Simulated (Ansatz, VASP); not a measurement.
Two plane-wave programs on AlN

File POSCAR:

```
AlN
1.0
    0.0000000000      2.1849006282      2.1849006282
    2.1849006282      0.0000000000      2.1849006282
    2.1849006282      2.1849006282      0.0000000000
Al N
1 1
Direct
    0.0000000000      0.0000000000      0.0000000000
    0.6641837402      0.8358162598      0.8358162598
```

Contents of INCAR.step1:

```
PREC     = Accurate       # precision mode
ENCUT    = 520            # plane-wave cutoff, eV
ISMEAR   = 0              # smearing method
SIGMA    = 0.05           # smearing width, eV
LREAL    = False          # projectors in reciprocal space
LASPH    = True           # aspherical terms in the spheres
NELM     = 80             # most SCF steps
NBANDS   = 11             # bands
GGA      = PE             # functional
ALGO     = Normal         # electronic algorithm
EDIFF    = 1E-4           # SCF threshold, eV
LWAVE    = True           # write WAVECAR
LCHARG   = False          # write CHGCAR
```

INCAR.step2

```
PREC     = Accurate       # precision mode
ENCUT    = 520            # plane-wave cutoff, eV
EDIFF    = 1E-6           # SCF threshold, eV
ISMEAR   = 0              # smearing method
SIGMA    = 0.05           # smearing width, eV
LREAL    = False          # projectors in reciprocal space
LASPH    = True           # aspherical terms in the spheres
NELM     = 80             # most SCF steps
ALGO     = Normal         # electronic algorithm
ISIF     = 2              # what is computed and relaxed
LWAVE    = False          # write WAVECAR
LCHARG   = False          # write CHGCAR
METAGGA  = R2SCAN         # meta-GGA
LMIXTAU  = True         
NBANDS   = 11             # bands
ISTART   = 1
```

The input KPOINTS:

```
regular mesh
0
Gamma
  10 10 10
```

Input for Ansatz:

```yaml
crystal:
  lattice:
    - [0.0, 2.1849006282, 2.1849006282]
    - [2.1849006282, 0.0, 2.1849006282]
    - [2.1849006282, 2.1849006282, 0.0]
  atoms:
    - { symbol: Al, position: [0.0, 0.0, 0.0] }
    - { symbol: "N", position: [0.6641837402, 0.8358162598, 0.8358162598] }
basis:
  ecutwfc: 500
kpoints:
  mp_grid: { grid: [10, 10, 10] }
hamiltonian:
  xc: r2scan
scf:
  occupations: { method: gaussian, width: 0.05 }
output:
  forces: true
  stress: true
  eigenvalues: true
```

Change from the starting cell: all N atoms moved +0.375 Å, as atom 2 along Cartesian [1 0 0].

Alike in both runs: task single point; functional r2SCAN; k mesh 10 × 10 × 10; occupations gaussian, width 0.05 eV; no spin polarisation.

```csv
,VASP,Ansatz
version,VASP 6.6.1,Ansatz 0.2.0
potentials or method,"VASP PAW PBE potentials, release 64 (Al, N), cutoff 520 eV","scalar-relativistic, plane waves, PAW"
valence electrons in the cell,8,8
```

Ansatz gave:

```
gap on the k mesh at the Fermi level (eV)                     : 3.05
least direct gap on the mesh (eV)                             : 3.74
pressure (GPa)                                                : 16.5
traceless stress, the component that is largest in VASP (GPa) : 29.53
rms of the force components (eV/Å)                            : 2.779
```

Task: Which values does VASP return?

Result: gap on the k mesh at the Fermi level (eV): 3.04; least direct gap on the mesh (eV): 3.76; pressure (GPa): 16.6; traceless stress, the component that is largest in VASP (GPa): 30.31; rms of the force components (eV/Å): 2.822.

VASP's potentials were made for PBE, not for r2SCAN. Atom by atom the forces differ by 0.043 eV/Å (rms over components). With one functional, cell and mesh, what is left measures potentials, basis and numerics.
